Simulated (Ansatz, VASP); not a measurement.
**BAs in VASP and in Ansatz**

```
B As
1.0
     0.00000    2.41239    2.38850
     2.41239    0.00000    2.38850
     2.41239    2.41239    0.00000
B As
1 1
Direct
  0.00000 0.00000 0.00000
  0.75000 0.75000 0.75000
```

Change from the starting cell: equal xx and yy strain of +1 %.

Alike in both runs: task single point; functional LDA; k mesh 15 × 15 × 15; occupations fermi-dirac, width 0.03 eV; no spin polarisation.

```csv
,VASP,Ansatz
version,VASP 6.6.1,Ansatz 0.2.0
potentials or method,"VASP PAW LDA potentials, release 64 (B, As), cutoff 520 eV","all-electron LAPW, scalar-relativistic"
```

Ansatz gave:

- pressure (GPa): -6.4
- traceless stress, the component that is largest in VASP (GPa): 1.34

Estimate VASP's values.

pressure (GPa): -5.7; traceless stress, the component that is largest in VASP (GPa): 1.33.

LDA's correlation is that of Perdew and Zunger in VASP and of Perdew and Wang (1992) in Ansatz. Ansatz ran all-electron here, and VASP with PAW potentials.
